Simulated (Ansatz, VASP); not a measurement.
Two plane-wave programs on MoS2

INCAR

```
SYSTEM = MoS2
PREC = Accurate ; ENCUT = 520
EDIFF = 1E-6 ; ISMEAR = 0
SIGMA = 0.05 ; LREAL = .FALSE.
LASPH = .TRUE. ; NELM = 60
ALGO = Normal ; ISIF = 2
LWAVE = .FALSE. ; LCHARG = .FALSE.
GGA = PE ; IVDW = 12
NBANDS = 64
```

The input KPOINTS:

```
Automatic mesh
0
G
  6 6 4
  0 0 0
```

Contents of POSCAR:

```
MoS2
1.0
    6.2994479940      0.0000000001      0.0000000000
   -3.1497239971      5.4554819926      0.0000000000
    0.0000000000      0.0000000000      6.6475426602
Mo S
4 8
Direct
    0.4777801361      0.4888900680      0.0157096151
    0.5000000000      0.0000000000      0.0000000000
    0.0000000000      0.5000000000      0.0000000000
    0.0000000000      0.0000000000      0.0000000000
    0.1666666667      0.3333333333      0.2356692374
    0.1666666667      0.8333333333      0.2356692374
    0.6666666667      0.3333333333      0.2356692374
    0.6666666667      0.8333333333      0.2356692374
    0.1666666667      0.3333333333      0.7643307626
    0.1666666667      0.8333333333      0.7643307626
    0.6666666667      0.3333333333      0.7643307626
    0.6666666667      0.8333333333      0.7643307626
```

Input for Ansatz:

```yaml
crystal:
  lattice:
    - [6.299447994, 1.0e-10, 0.0]
    - [-3.1497239971, 5.4554819926, 0.0]
    - [0.0, 0.0, 6.6475426602]
  atoms:
    - { symbol: Mo, position: [0.4777801361, 0.488890068, 0.0157096151] }
    - { symbol: Mo, position: [0.5, 0.0, 0.0] }
    - { symbol: Mo, position: [0.0, 0.5, 0.0] }
    - { symbol: Mo, position: [0.0, 0.0, 0.0] }
    - { symbol: S, position: [0.1666666667, 0.3333333333, 0.2356692374] }
    - { symbol: S, position: [0.1666666667, 0.8333333333, 0.2356692374] }
    - { symbol: S, position: [0.6666666667, 0.3333333333, 0.2356692374] }
    - { symbol: S, position: [0.6666666667, 0.8333333333, 0.2356692374] }
    - { symbol: S, position: [0.1666666667, 0.3333333333, 0.7643307626] }
    - { symbol: S, position: [0.1666666667, 0.8333333333, 0.7643307626] }
    - { symbol: S, position: [0.6666666667, 0.3333333333, 0.7643307626] }
    - { symbol: S, position: [0.6666666667, 0.8333333333, 0.7643307626] }
basis:
  ecutwfc: 420
kpoints:
  mp_grid: { grid: [6, 6, 4] }
hamiltonian:
  xc: pbe
  dispersion: d3bj
scf:
  occupations: { method: gaussian, width: 0.05 }
output:
  forces: true
  stress: true
  eigenvalues: true
```

Alike in both runs: task single point; functional PBE; dispersion D3(BJ); k mesh 6 × 6 × 4; occupations gaussian, width 0.05 eV; no spin polarisation.

|  | VASP | Ansatz |
| --- | --- | --- |
| version | VASP 6.6.1 | Ansatz 0.2.0 |
| potentials or method | VASP PAW PBE potentials, release 64 (Mo_sv, S), cutoff 520 eV | scalar-relativistic, plane waves, PAW |
| valence electrons in the cell | 104 | 104 |

```tsv
	VASP	Ansatz	Ansatz less VASP
gap on the k mesh at the Fermi level (eV)	0.99	0.97	-0.012
least direct gap on the mesh (eV)	1.42	1.42	-0.001
pressure (GPa)	0.4	0.6	+0.13
traceless stress, the component that is largest in VASP (GPa)	0.59	0.60	+0.005
rms of the force components (eV/Å)	0.826	0.828	+0.0024
```

Atom by atom the forces differ by 0.007 eV/Å (rms over components).
